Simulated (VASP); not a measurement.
A run of VASP 6.6.1:

Contents of INCAR:

```
PREC     = Accurate       # precision mode
ENCUT    = 520            # plane-wave cutoff, eV
EDIFF    = 1E-6           # SCF threshold, eV
ISMEAR   = 0              # smearing method
SIGMA    = 0.1            # smearing width, eV
LREAL    = False          # projectors in reciprocal space
LASPH    = True           # aspherical terms in the spheres
NELM     = 60             # most SCF steps
ALGO     = Normal         # electronic algorithm
ISIF     = 2              # what is computed and relaxed
LWAVE    = False          # write WAVECAR
LCHARG   = False          # write CHGCAR
GGA      = PE             # functional
NBANDS   = 15             # bands
```

The input KPOINTS:

```
regular mesh
0
Gamma
  6 6 6
```

The input POSCAR:

```
TeP2
1.0
    1.6368375727     -8.1439731270      0.0000000000
    1.6368375727      8.1439731270      0.0000000000
    0.0000000000      0.0000000000      2.7811283553
Te P
1 2
Direct
    0.5000000000      0.5000000000      0.0000000000
    0.7957441898      0.2042558102      0.0000000000
    0.2042558102      0.7957441898      0.0000000000
```

Potentials or basis: VASP PAW PBE potentials, release 64 (Te, P).

Run with:

```sh
$ cat potpaw_PBE.64/Te/POTCAR potpaw_PBE.64/P/POTCAR > POTCAR
$ mpirun -np 1 vasp_std > vasp.out
```

Hardware: 1 thread of Intel(R) Xeon(R) 6975P-C (Granite Rapids), on a shared host.

Problem. Estimate the wall time of this run.

Solution. Wall time 39 s on 1 thread of Intel(R) Xeon(R) 6975P-C (Granite Rapids), on a shared host, peak memory 0.32 GiB. Counts: scf iterations 14, k points 52.
